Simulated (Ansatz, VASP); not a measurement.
Zr: VASP beside Ansatz

Contents of INCAR:

```
SYSTEM = Zr
ALGO = Normal
EDIFF = 1E-6
ENCUT = 520
GGA = PE
ISIF = 2
ISMEAR = -1
LASPH = .TRUE.
LCHARG = .FALSE.
LREAL = .FALSE.
LWAVE = .FALSE.
NBANDS = 12
NELM = 60
PREC = Accurate
SIGMA = 0.03
```

Contents of KPOINTS:

```
k-points
0
G
  16 16 16
  0 0 0
```

The input POSCAR:

```
Zr
1.0
   -1.7793161062      1.7793161062      1.7793161062
    1.7793161062     -1.7793161062      1.7793161062
    1.7793161062      1.7793161062     -1.7793161062
Zr
1
Direct
    0.0000000000      0.0000000000      0.0000000000
```

Input for Ansatz:

```yaml
crystal:
  lattice:
    - [-1.7793161062, 1.7793161062, 1.7793161062]
    - [1.7793161062, -1.7793161062, 1.7793161062]
    - [1.7793161062, 1.7793161062, -1.7793161062]
  atoms:
    - { symbol: Zr, position: [0.0, 0.0, 0.0] }
kpoints:
  mp_grid: { grid: [16, 16, 16] }
scf:
  occupations: { method: fermi_dirac, width: 0.03 }
hamiltonian:
  xc: pbe
  pseudopotentials: { kind: all_electron, lapw: { basis_error: 0.0005 } }
output:
  forces: true
  stress: true
  eigenvalues: true
```

Change from the starting cell: volume scaled by 0.95.

Alike in both runs: task single point; functional PBE; k mesh 16 × 16 × 16; occupations fermi-dirac, width 0.03 eV; no spin polarisation.

|  | VASP | Ansatz |
| --- | --- | --- |
| version | VASP 6.6.1 | Ansatz 0.2.0 |
| potentials or method | VASP PAW PBE potentials, release 64 (Zr_sv), cutoff 520 eV | all-electron LAPW, scalar-relativistic |

```tsv
	VASP	Ansatz	Ansatz less VASP
pressure (GPa)	1.2	1.2	-0.01
```

Ansatz ran all-electron here, and VASP with PAW potentials.
